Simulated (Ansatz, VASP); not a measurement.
# One calculation of BP4, two programs

```
B P
1.0
     4.91336    0.00000    0.00000
    -2.45668    4.25509    0.00000
     0.00000    0.00000    3.81857
B P
1 4
Direct
  0.00000 0.00000 0.50000
  0.50000 0.00000 0.50000
  0.00000 0.50000 0.50000
  0.50000 0.50000 0.50000
  0.00000 0.00000 0.00000
```

Alike in both runs: functional PBE; k mesh 12 × 12 × 10; occupations gaussian, width 0.1 eV; no spin polarisation.

Ansatz relaxed the structure, and its values are those at the end. VASP's run is a single point on that final structure, the one shown.

```csv
,VASP,Ansatz
version,VASP 6.6.1,Ansatz 0.2.0
potentials or method,"VASP PAW PBE potentials, release 64 (B, P), cutoff 520 eV","scalar-relativistic, plane waves, PAW"
valence electrons in the cell,23,23
```

Ansatz gave:

- gap on the k mesh at the Fermi level (eV): none
- pressure (GPa): 0.0

Question: Estimate VASP's values.

Answer: gap on the k mesh at the Fermi level (eV): none; pressure (GPa): -0.1.

A gap of «none» marks a metal or a gap that the smearing closes. With one functional, cell and mesh, what is left measures potentials, basis and numerics.
